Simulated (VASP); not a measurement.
# TaTlH4 (P4/mmm) in VASP: further runs

The runs below take TaTlH4 through single point, relaxation of cell and atoms, with PBE.

All numbers are computed with VASP 6.6.1; they aren't measurements. Logs are shortened: lines on timing, memory, paths and dates and some standing lists are left out, and cuts for length are marked.

## Step 1: The cell of the first run

The structure is tetragonal, space group P4/mmm (No. 123). The conventional cell has a = 3.099 Å, b = 3.099 Å, c = 7.041 Å, α = 90.00°, β = 90.00°, γ = 90.00°. Ta (site symmetry 4/mmm) has 8 H at 1.94 Å within 2.6 Å. Tl (site symmetry 4/mmm) has 8 H at 2.82 Å and 4 Tl at 3.10 Å within 3.7 Å. Within 2.6 Å of H (site symmetry 2mm) lie 2 Ta at 1.94 Å and 5 H at 2.19 to 2.33 Å.

## Step 2: Single point, PBE

INCAR reads:

```
SYSTEM = TaTlH4
PREC = Accurate
ENCUT = 520
EDIFF = 1E-6
ISMEAR = 0
SIGMA = 0.1
LREAL = .False.
LASPH = .True.
NELM = 100
ALGO = Normal
ISIF = 2
LWAVE = .False.
LCHARG = .False.
GGA = PE
NBANDS = 23
```

KPOINTS reads:

```
Automatic mesh
0
Gamma
  12 12 6
  0 0 0
```

POSCAR reads:

```
TaTlH4
1.0
    3.0989843442      0.0000000000      0.0000000000
    0.0000000000      3.0989843442      0.0000000000
    0.0000000000      0.0000000000      7.0412824787
Ta Tl H
1 1 4
Direct
    0.5000000000      0.5000000000      0.5000000000
    0.0000000000      0.0000000000      0.0000000000
    0.5000000000      0.0000000000      0.3348579357
    0.0000000000      0.5000000000      0.6651420643
    0.5000000000      0.0000000000      0.6651420643
    0.0000000000      0.5000000000      0.3348579357
```

Potentials or basis: VASP PAW PBE potentials, release 64 (Ta_pv, Tl_d, H).

Started as:

```sh
cat potpaw_PBE.64/Ta_pv/POTCAR potpaw_PBE.64/Tl_d/POTCAR potpaw_PBE.64/H/POTCAR > POTCAR
mpirun -np 1 vasp_std > vasp.out
```

OUTCAR:

```text
SYSTEM = TaTlH4
   PREC = Accurate
   ENCUT = 520
   EDIFF = 1E-6
   ISMEAR = 0
   LREAL = .False.
   LASPH = .True.
   NELM = 100
   ISIF = 2
   GGA = PE

 ion  position               nearest neighbor table
   1  0.500  0.500  0.500-   3 1.94   4 1.94   5 1.94   6 1.94   3 1.94   5 1.94   4 1.94   6 1.94

   2  0.000  0.000  0.000-
   3  0.500  0.000  0.335-   1 1.94   1 1.94
   4  0.000  0.500  0.665-   1 1.94   1 1.94
   5  0.500  0.000  0.665-   1 1.94   1 1.94
   6  0.000  0.500  0.335-   1 1.94   1 1.94

  LATTYP: Found a simple tetragonal cell.
 ALAT       =     3.0989843442
 C/A-ratio  =     2.2721258634

  Lattice vectors:

 A1 = (   3.0989843442,   0.0000000000,   0.0000000000)
 A2 = (   0.0000000000,   3.0989843442,   0.0000000000)
 A3 = (   0.0000000000,   0.0000000000,   7.0412824787)

Analysis of symmetry for initial positions (statically):
=====================================================================
 Subroutine PRICEL returns:
 Original cell was already a primitive cell.

 Routine SETGRP: Setting up the symmetry group for a
 simple tetragonal supercell.

 Subroutine GETGRP returns: Found 16 space group operations
 (whereof 16 operations were pure point group operations)
 out of a pool of 16 trial point group operations.

The static configuration has the point symmetry D_4h.

Analysis of symmetry for dynamics (positions and initial velocities):
=====================================================================
 Subroutine PRICEL returns:
 Original cell was already a primitive cell.

 Routine SETGRP: Setting up the symmetry group for a
 simple tetragonal supercell.

 Subroutine GETGRP returns: Found 16 space group operations
 (whereof 16 operations were pure point group operations)
 out of a pool of 16 trial point group operations.

The dynamic configuration has the point symmetry D_4h.

 Subroutine INISYM returns: Found 16 space group operations
 (whereof 16 operations are pure point group operations),
 and found     1 'primitive' translations

----------------------------------------------------------------------------------------

                                     Primitive cell

  volume of cell :      67.6224

  direct lattice vectors                    reciprocal lattice vectors
     3.098984344  0.000000000  0.000000000     0.322686367  0.000000000  0.000000000
     0.000000000  3.098984344  0.000000000     0.000000000  0.322686367  0.000000000
     0.000000000  0.000000000  7.041282479     0.000000000  0.000000000  0.142019583

  length of vectors
     3.098984344  3.098984344  7.041282479     0.322686367  0.322686367  0.142019583

  position of ions in fractional coordinates (direct lattice)
     0.500000000  0.500000000  0.500000000
     0.000000000  0.000000000  0.000000000
     0.500000000  0.000000000  0.334857936
     0.000000000  0.500000000  0.665142064
     0.500000000  0.000000000  0.665142064
     0.000000000  0.500000000  0.334857936

  ion indices of the primitive-cell ions
   primitive index   ion index
                 1           1
                 2           2
                 3           3
                 4           4
                 5           5
                 6           6

----------------------------------------------------------------------------------------

 KPOINTS: Automatic mesh

Automatic generation of k-mesh.
 Grid dimensions read from file:
 generate k-points for:   12   12    6

 Generating k-lattice:

  Cartesian coordinates                     Fractional coordinates (reciprocal lattice)
     0.026890531  0.000000000  0.000000000     0.083333333  0.000000000  0.000000000
     0.000000000  0.026890531  0.000000000     0.000000000  0.083333333  0.000000000
     0.000000000  0.000000000  0.023669930     0.000000000  0.000000000  0.166666667

  Length of vectors
     0.026890531  0.026890531  0.023669930

  Shift w.r.t. Gamma in fractional coordinates (k-lattice)
     0.000000000  0.000000000  0.000000000

 Subroutine IBZKPT returns following result:
 ===========================================

 Found    112 irreducible k-points:

 Following reciprocal coordinates:
            Coordinates               Weight
  0.000000  0.000000  0.000000      1.000000
  0.083333  0.000000  0.000000      4.000000
  0.166667  0.000000  0.000000      4.000000
  0.250000  0.000000  0.000000      4.000000
  0.333333  0.000000  0.000000      4.000000
  0.416667  0.000000  0.000000      4.000000
[... 16 lines left out ...]
  0.333333  0.333333  0.000000      4.000000
  0.416667  0.333333  0.000000      8.000000
 [... further k-points ...]
   k-points           NKPTS =    112   k-points in BZ     NKDIM =    112   number of bands    NBANDS=     23
   number of dos      NEDOS =    301   number of ions     NIONS =      6
   total plane-waves  NPLWV =  31104
   dimension x,y,z NGX =    24 NGY =   24 NGZ =   54
   dimension x,y,z NGXF=    48 NGYF=   48 NGZF=  108
   ions per type =               1   1   4
   NGX,Y,Z   is equivalent  to a cutoff of  12.87, 12.87, 12.75 a.u.
   NGXF,Y,Z  is equivalent  to a cutoff of  25.75, 25.75, 25.50 a.u.
 SYSTEM =  TaTlH4
   PREC   = accura    normal or accurate (medium, high low for compatibility)
   ISTART =      0    job   : 0-new  1-cont  2-samecut
   ICHARG =      2    charge: 1-file 2-atom 10-const
   ISPIN  =      1    spin polarized calculation?
   LNONCOLLINEAR =      F non collinear calculations
   LSORBIT =      F    spin-orbit coupling
   LASPH  =      T    aspherical Exc in radial PAW
   ENCUT  =  520.0 eV  38.22 Ry    6.18 a.u.   5.76  5.76 13.09*2*pi/ulx,y,z
   NELM   =    100;   NELMIN=  2; NELMDL= -5     # of ELM steps
   EDIFF  = 0.1E-05   stopping-criterion for ELM
   LREAL  =      F    real-space projection
   EDIFFG = 0.1E-04   stopping-criterion for IOM
   NSW    =      0    number of steps for IOM
   IBRION =     -1    ionic relax: 0-MD 1-quasi-New 2-CG
   NFREE  =      0    steps in history (QN), initial steepest desc. (CG)
   ISIF   =      2    stress and relaxation
   ISYM   =      2    0-nonsym 1-usesym 2-fastsym
   POTIM  = 0.5000    time-step for ionic-motion
   TEBEG  =    0.0;   TEEND  =   0.0 temperature during run
   PSTRESS=    0.0 pullay stress
   NELECT =      28.0000    total number of electrons
   NUPDOWN=      -1.0000    fix difference up-down
   EMIN   =  10.00;   EMAX   =-10.00  energy-range for DOS
   EFERMI =   0.00;   METHOD = LEGACY
   ISMEAR =     0;   SIGMA  =   0.10  broadening in eV -4-tet -1-fermi 0-gaus
   EFERMI_NEDOS =   21; number of points for ismear=-14 and -15
   IALGO  =     38    algorithm
   IMIX   =      4    mixing-type and parameters
     AMIX     =   0.40;   BMIX     =  1.00
     AMIX_MAG =   1.60;   BMIX_MAG =  1.00
  volume/ion in A,a.u.               =      11.27        76.06
  Fermi-wavevector in a.u.,A,eV,Ry     =   1.220199  2.305842 20.257518  1.488886
  Thomas-Fermi vector in A             =   2.355425
   LORBIT       =      0    0 simple, 1 ext, 2 COOP (PROOUT), +10 PAW based schemes
   GGA     = PE    functional components
   LHFCALC =     F    Hartree Fock is set to
   AEXX    =    0.0000 exact exchange contribution
   IVDW    =     0    specifies the selected vdW correction
   LEPSILON=     F    determine dielectric tensor
   LRPA    =     F    only Hartree local field effects (RPA)
 non-spin polarized calculation
 Gauss-broadening in eV      SIGMA  =   0.10
  energy-cutoff  :      520.00
  volume of cell :       67.62
 maximum number of plane-waves:      1852
 NGX is ok and might be reduce to    24
   NGX = 11   NGY = 11   NGZ = 27

 number of electron      27.9999999 magnetization

 Free energy of the ion-electron system (eV)
  ---------------------------------------------------
  ext. energy  EPLUGINS =         0.00000000
  ---------------------------------------------------
  free energy    TOTEN  =       -27.05431530 eV

  energy without entropy =      -27.04577727  energy(sigma->0) =      -27.05004628

 E-fermi :   3.9898     XC(G=0): -10.2563

 val. band max:        3.9863588507   @ k =   0.2500   0.2500   0.0000
 cond. band min:       4.0118156743   @ k =   0.5000   0.3333   0.0000
 fundamental gap:      0.0254568236
 Fermi energy:         3.9898139250

 k-point     1 :       0.0000    0.0000    0.0000
  band No.  band energies     occupation
      1     -30.5631      2.00000
      2     -30.3328      2.00000
      3     -30.3328      2.00000
      4      -8.3552      2.00000
      5      -7.9431      2.00000
      6      -7.2675      2.00000
[... 15 lines left out ...]
     22      14.0121      0.00000
     23      15.7636      0.00000

 k-point     2 :       0.0833    0.0000    0.0000
  band No.  band energies     occupation
      1     -30.5593      2.00000
      2     -30.3611      2.00000
      3     -30.3307      2.00000
      4      -8.3165      2.00000
      5      -7.9052      2.00000
      6      -7.3033      2.00000
[... 15 lines left out ...]
     22      13.9562      0.00000
     23      15.0913      0.00000

 k-point     3 :       0.1667    0.0000    0.0000
  band No.  band energies     occupation
      1     -30.5490      2.00000
      2     -30.4378      2.00000
      3     -30.3250      2.00000
      4      -8.2352      2.00000
      5      -7.7816      2.00000
      6      -7.3985      2.00000
[... 15 lines left out ...]
     22      13.7672      0.00000
     23      14.2868      0.00000

 k-point     4 :       0.2500    0.0000    0.0000
  band No.  band energies     occupation
      1     -30.5410      2.00000
      2     -30.5347      2.00000
      3     -30.3173      2.00000
      4      -8.1645      2.00000
      5      -7.5844      2.00000
      6      -7.5229      2.00000
[... 15 lines left out ...]
     22      13.4710      0.00000
     23      13.8289      0.00000

 k-point     5 :       0.3333    0.0000    0.0000
  band No.  band energies     occupation
      1     -30.6425      2.00000
      2     -30.5205      2.00000
      3     -30.3095      2.00000
      4      -8.1164      2.00000
      5      -7.6415      2.00000
      6      -7.4111      2.00000
[... 15 lines left out ...]
     22      12.9866      0.00000
     23      14.0486      0.00000

 k-point     6 :       0.4167    0.0000    0.0000
  band No.  band energies     occupation
      1     -30.7156      2.00000
      2     -30.5100      2.00000
      3     -30.3038      2.00000
      4      -8.0878      2.00000
      5      -7.7250      2.00000
      6      -7.4730      2.00000
[... 15 lines left out ...]
     22      14.0552      0.00000
     23      14.4231      0.00000

 k-point     7 :       0.5000    0.0000    0.0000
  band No.  band energies     occupation
      1     -30.7422      2.00000
      2     -30.5062      2.00000
      3     -30.3018      2.00000
      4      -8.0781      2.00000
      5      -7.7550      2.00000
      6      -7.4955      2.00000
[... 353 lines left out ...]
     22      11.9167      0.00000
     23      13.6541      0.00000

 k-point    21 :       0.4167    0.2500    0.0000
  band No.  band energies     occupation
      1     -30.6949      2.00000
      2     -30.5067      2.00000
      3     -30.4828      2.00000
      4      -7.7590      2.00000
      5      -7.6853      2.00000
      6      -7.5329      2.00000
[... 15 lines left out ...]
     22      12.5347      0.00000
     23      13.9556      0.00000

 k-point    22 :       0.5000    0.2500    0.0000
  band No.  band energies     occupation
      1     -30.7211      2.00000
      2     -30.5042      2.00000
      3     -30.4790      2.00000
      4      -7.7861      2.00000
      5      -7.7139      2.00000
      6      -7.5263      2.00000
[... 15 lines left out ...]
     22      12.9725      0.00000
     23      13.7187      0.00000

 k-point    23 :       0.3333    0.3333    0.0000
  band No.  band energies     occupation
      1     -30.6155      2.00000
      2     -30.6101      2.00000
      3     -30.4792      2.00000
      4      -7.8039      2.00000
      5      -7.5996      2.00000
      6      -7.5717      2.00000
[... 15 lines left out ...]
     22      11.6064      0.00000
     23      14.1042      0.00000

 k-point    24 :       0.4167    0.3333    0.0000
  band No.  band energies     occupation
      1     -30.6846      2.00000
      2     -30.6056      2.00000
      3     -30.4691      2.00000
      4      -7.8896      2.00000
      5      -7.6655      2.00000
      6      -7.5714      2.00000
[... 15 lines left out ...]
     22      11.9660      0.00000
     23      13.4774      0.00000

 [... further k-points ...]
[... 5 lines left out ...]
  --------------------------------------------------------------------------------------
  -------------------------------------------------------------------------------------
  Total       -0.0364850     -0.0364850     -0.0394777      0.0000000      0.0000000      0.0000000
  in kB       -0.8644389     -0.8644389     -0.9353453      0.0000000      0.0000000      0.0000000
  external PRESSURE =      -0.8880744 kB  Pullay stress =       0.0000000 kB

 VOLUME and BASIS-vectors are now :
 -----------------------------------------------------------------------------
  energy-cutoff  :      520.00
  volume of cell :       67.62
      direct lattice vectors                 reciprocal lattice vectors
     3.098984344  0.000000000  0.000000000     0.322686367  0.000000000  0.000000000
     0.000000000  3.098984344  0.000000000     0.000000000  0.322686367  0.000000000
     0.000000000  0.000000000  7.041282479     0.000000000  0.000000000  0.142019583

 POSITION                                       TOTAL-FORCE (eV/Angst)
 -----------------------------------------------------------------------------------
      1.54949      1.54949      3.52064         0.000000      0.000000      0.000000
      0.00000      0.00000      0.00000         0.000000      0.000000      0.000000
      1.54949      0.00000      2.35783         0.000000     -0.000000     -0.006953
      0.00000      1.54949      4.68345        -0.000000     -0.000000      0.006953
      1.54949      0.00000      4.68345        -0.000000     -0.000000      0.006953
      0.00000      1.54949      2.35783         0.000000      0.000000     -0.006953
 -----------------------------------------------------------------------------------
    total drift:                                0.000000      0.000000      0.000000

  FREE ENERGIE OF THE ION-ELECTRON SYSTEM (eV)
  ---------------------------------------------------
  free  energy   TOTEN  =       -27.0543152965 eV

  energy  without entropy=      -27.0457772702  energy(sigma->0) =      -27.05004628
```

It took 1.9 min on 1 thread of Intel Xeon Platinum 8259CL at 2.50GHz (Skylake/Cascade Lake), shared host; peak memory 0.31 GiB.

Results:

| Item | Value |
| --- | --- |
| Free energy | -27.0543 eV |
| Pressure | -0.1 GPa |
| Largest force | 0.007 eV/Å |
| Band gap on the k mesh | zero (band 14 reaches 5.58 eV, above the bottom of band 15 at 3.63 eV) |

Forces on the atoms (eV/Å):
```
Ta   0.000  0.000  0.000
Tl   0.000  0.000  0.000
H    0.000  0.000 -0.007
H    0.000  0.000  0.007
H    0.000  0.000  0.007
H    0.000  0.000 -0.007
```

Caveat: spin-orbit coupling is left out, which moves the levels of the heavy elements.

## Step 3: Relaxation of cell and atoms, PBE

This run uses another cell than the first one, of 11.31 Å³/atom, 1.003 times its volume.

INCAR reads:

```
SYSTEM = TaTlH4
  ALGO = Normal
  EDIFF = 1E-7
  EDIFFG = -0.01
  ENCUT = 600
  GGA = PE
  IBRION = 2
  ISIF = 3
  ISMEAR = 0
  LASPH = .True.
  LCHARG = .False.
  LREAL = .False.
  LWAVE = .False.
  NELM = 100
  NSW = 100
  PREC = Accurate
  SIGMA = 0.1
```

KPOINTS reads:

```
k-points
0
Gamma
  12 12 6
  0 0 0
```

POSCAR reads:

```
TaTlH4
1.0
    3.0914225634      0.0000000000      0.0000000000
    0.0000000000      3.0914225634      0.0000000000
    0.0000000000      0.0000000000      7.0978150778
Ta Tl H
1 1 4
Direct
    0.5000000000      0.5000000000      0.5000000000
    0.0000000000      0.0000000000      0.0000000000
    0.5000000000      0.0000000000      0.3349218881
    0.0000000000      0.5000000000      0.6650781119
    0.5000000000      0.0000000000      0.6650781119
    0.0000000000      0.5000000000      0.3349218881
```

Potentials or basis: VASP PAW PBE potentials, release 64 (Ta_pv, Tl_d, H).

Started as:

```sh
cat potpaw_PBE.64/Ta_pv/POTCAR potpaw_PBE.64/Tl_d/POTCAR potpaw_PBE.64/H/POTCAR > POTCAR
mpirun -np 1 vasp_std > vasp.out
```

It took 7.8 min on 1 thread of Intel Xeon Platinum 8259CL at 2.50GHz (Skylake/Cascade Lake), shared host; peak memory 0.36 GiB.

Results (log left out):

```yaml
Free_energy: -27.0570 eV
Relaxed_volume: 11.29 Å³/atom
Relaxed_cell: a = 3.100 Å, b = 3.100 Å, c = 7.049 Å, α = 90.00°, β = 90.00°, γ = 90.00°
Space_group_after_relaxing_to_0.05_Å: P4/mmm (No. 123)
Energy_gained_by_relaxing: 0.2 meV/atom
Ionic_steps: 4
Pressure_after_relaxing: 0.0 GPa
Largest_force_after_relaxing: 0.010 eV/Å
Band_gap_on_the_k_mesh: zero (band 14 reaches 5.57 eV, above the bottom of band 15 at 3.61 eV)
```

Forces on the atoms (eV/Å):
```
Ta   0.000  0.000  0.000
Tl   0.000  0.000  0.000
H    0.000  0.000 -0.010
H    0.000  0.000  0.010
H    0.000  0.000  0.010
H    0.000  0.000 -0.010
```

Step by step:
```
step  energy change (eV)  largest force (eV/Å)  pressure (GPa)  volume (Å³)
   1              0.0000                0.0182           -0.13        67.83
   2             -0.0006                0.0043            0.00        67.74
   3             -0.0009                0.0187            0.21        67.60
   4             -0.0011                0.0097           -0.03        67.73
```

Final structure:
```
CELL_PARAMETERS angstrom
3.09981 0.00000 0.00000
0.00000 3.09981 0.00000
0.00000 0.00000 7.04912
ATOMIC_POSITIONS crystal
Ta 0.50000 0.50000 0.50000
Tl 0.00000 0.00000 0.00000
H 0.50000 0.00000 0.33516
H 0.00000 0.50000 0.66484
H 0.50000 0.00000 0.66484
H 0.00000 0.50000 0.33516
```

Levels at points of the mesh, in eV from the Fermi level:
```
           k point  band 10  band 11  band 12  band 13  band 14  band 15  band 16  band 17  band 18
(0.00, 0.00, 0.00)    -7.12    -5.81    -4.60    -0.57     1.55     1.91     1.91     2.83     3.89
(0.50, 0.00, 0.00)    -5.78    -5.61    -2.84    -2.25    -2.17     0.79     1.65     2.35     3.23
(0.50, 0.50, 0.00)    -4.63    -2.92    -2.92    -2.67    -1.42     0.70     1.31     1.31     3.93
(0.00, 0.00, 0.50)    -8.99    -4.61    -3.72    -1.90     1.59     1.88     1.88     2.76     3.89
(0.50, 0.00, 0.50)    -6.29    -4.29    -3.84    -3.57    -0.13    -0.13     1.65     2.35     3.64
(0.50, 0.50, 0.50)    -4.80    -2.55    -2.55    -2.38    -1.92     0.74     0.96     0.96     4.80
```

Caveat: spin-orbit coupling is left out, which moves the levels of the heavy elements.

(Part 1 of 2 ends here.)
